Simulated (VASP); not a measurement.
Set up this calculation in VASP 6.6.1, as the native input.

```yaml
Task: single point
Functional: PBEsol
Potentials_or_basis: VASP PAW PBE potentials, release 64 (Cr_pv)
Cutoff: 520 eV
k_mesh: 17 × 17 × 9
Occupations: fermi-dirac, width 0.1 eV
Spin: no spin polarisation
Dipole_correction: no
Further_INCAR_settings: ALGO = Normal; EDIFF = 1e-06; NBANDS = 19
```

The structure of Cr lies in POSCAR:

```
Cr
1.0
   -1.6882762234      1.6882475114      1.1634495881
    1.6882475114     -1.6882762234      1.1634495881
    2.7739484750      2.7739484750     -1.1635021742
Cr
2
Direct
    0.9999940899      0.0000059101      0.0000000000
    0.7500059101      0.2499940899      0.5000000000
```

This cell differs from its parent crystal: volume scaled by 0.96.

One way to write it, as run:

INCAR

```
SYSTEM = Cr
  PREC = Accurate
  ENCUT = 520
  EDIFF = 1E-6
  ISMEAR = -1
  SIGMA = 0.1
  LREAL = .FALSE.
  LASPH = .TRUE.
  NELM = 100
  ALGO = Normal
  ISIF = 2
  LWAVE = .FALSE.
  LCHARG = .FALSE.
  GGA = PS
  NBANDS = 19
```

KPOINTS

```
Automatic mesh
0
G
  17 17 9
  0 0 0
```

Potentials or basis: VASP PAW PBE potentials, release 64 (Cr_pv).

Launch:

```bash
$ cat potpaw_PBE.64/Cr_pv/POTCAR > POTCAR
$ mpirun -np 1 vasp_std > vasp.out
```

Results of the run:

```json
{
 "Pressure": "11.4 GPa",
 "Band gap on the k mesh": "zero (band 12 reaches 12.19 eV, above the bottom of band 13 at 11.20 eV)"
}
```

Caveat: the PAW data sets were made with another functional, which shifts forces and pressure a little; the run has no spin polarisation, though such a crystal can be magnetic.

Wall time 2.8 min on 1 thread of AMD EPYC 9R14 (Zen 4), with other jobs on the host, peak memory 0.29 GiB.
